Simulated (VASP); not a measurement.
A run of VASP 6.6.1 is set up as follows.

Contents of INCAR:

```
SYSTEM = Ti5WC6
PREC = Accurate ; ENCUT = 520
EDIFF = 1E-7 ; ISMEAR = 0
SIGMA = 0.1 ; LREAL = .FALSE.
LASPH = .TRUE. ; NELM = 150
ALGO = Normal ; ISIF = 2
LWAVE = .FALSE. ; LCHARG = .FALSE.
ISPIN = 2 ; MAGMOM = 1 1 1 1 1 0 0 0 0 0 0 0
LORBIT = 11 ; LMAXMIX = 4
GGA = PE ; NBANDS = 65
```

KPOINTS

```
Automatic mesh
0
G
  6 6 1
  0 0 0
```

Contents of POSCAR:

```
Ti5WC6
1.0
    3.0670649405      0.0000000000      0.0000000000
   -1.5335324702      2.6561561535      0.0000000000
    0.0000000000      0.0000000000     15.0480342157
Ti W C
5 1 6
Direct
    0.6666666667      0.3333333333      0.6697290968
    0.3333333333      0.6666666667      0.3302709032
    0.6666666667      0.3333333333      0.1644880224
    0.0000000000      0.0000000000      0.0000000000
    0.3333333333      0.6666666667      0.8355119776
    0.0000000000      0.0000000000      0.5000000000
    0.3333333333      0.6666666667      0.5836570104
    0.6666666667      0.3333333333      0.4163429896
    0.0000000000      0.0000000000      0.2499379470
    0.3333333333      0.6666666667      0.0832654890
    0.6666666667      0.3333333333      0.9167345110
    0.0000000000      0.0000000000      0.7500620530
```

Potentials or basis: VASP PAW PBE potentials, release 64 (Ti_sv, W_sv, C).

The run is started by

```bash
$ cat potpaw_PBE.64/Ti_sv/POTCAR potpaw_PBE.64/W_sv/POTCAR potpaw_PBE.64/C/POTCAR > POTCAR
$ mpirun -np 1 vasp_std > vasp.out
```

Problem. What does it give for the net moment?

Solution. 0.00 μB per cell.

Problem. Estimate the band gap on the k mesh.

Solution. Zero (filled and empty bands overlap).

Forces in eV/Å, atoms in the order of the input:
```
Ti   0.000  0.000  0.008
Ti   0.000  0.000 -0.008
Ti   0.000  0.000 -0.019
Ti   0.000  0.000  0.000
Ti   0.000  0.000  0.019
W    0.000  0.000  0.000
C    0.000  0.000  0.010
C    0.000  0.000 -0.010
C    0.000  0.000  0.014
C    0.000  0.000  0.004
C    0.000  0.000 -0.004
C    0.000  0.000 -0.014
```

Caveat: the k points lie up to 0.42 Å⁻¹ apart, too coarse for converged energies and pressures of a metal; spin-orbit coupling is left out, which moves the levels of the heavy elements.
